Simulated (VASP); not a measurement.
Here is a VASP 6.6.1 calculation.

File POSCAR:

```
Ag
1.0
   -1.6556540000      1.6556540000      1.6556540000
    1.6556540000     -1.6556540000      1.6556540000
    3.3113080000      3.3113080000      0.0000000000
Ag
2
Direct
    0.0000000000      0.0000000000      0.0000000000
    0.5000000000      0.5000000000      0.5000000000
```

File INCAR.step1:

```
PREC = Accurate
ENCUT = 520
ISMEAR = 0
SIGMA = 0.15
LREAL = False
LASPH = True
NELM = 80
NBANDS = 18
GGA = PE
ALGO = Normal
EDIFF = 1E-4
LWAVE = True
LCHARG = False
```

Contents of INCAR.step2:

```
PREC = Accurate
ENCUT = 520
EDIFF = 1E-6
ISMEAR = 0
SIGMA = 0.15
LREAL = False
LASPH = True
NELM = 80
ALGO = Normal
ISIF = 2
LWAVE = False
LCHARG = True
METAGGA = R2SCAN
LMIXTAU = True
LELF = True
LVHAR = True
NBANDS = 18
ISTART = 1
```

KPOINTS

```
regular mesh
0
Gamma
  18 18 10
```

Potentials or basis: VASP PAW PBE potentials, release 64 (Ag).

Command:

```bash
$ cat potpaw_PBE.64/Ag/POTCAR > POTCAR
$ cp INCAR.step1 INCAR
$ mpirun -np 1 vasp_std > vasp.out
$ cp INCAR.step2 INCAR
$ mpirun -np 1 vasp_std > vasp.out
```

Q: Estimate the band gap on the k mesh.

A: Zero (bands 11 and 12 overlap by 8.48 eV).

Q: Predict the pressure.

A: -3.6 GPa.

Caveat: the cell stands under tension; the PAW data sets were made with another functional, which shifts forces and pressure a little.
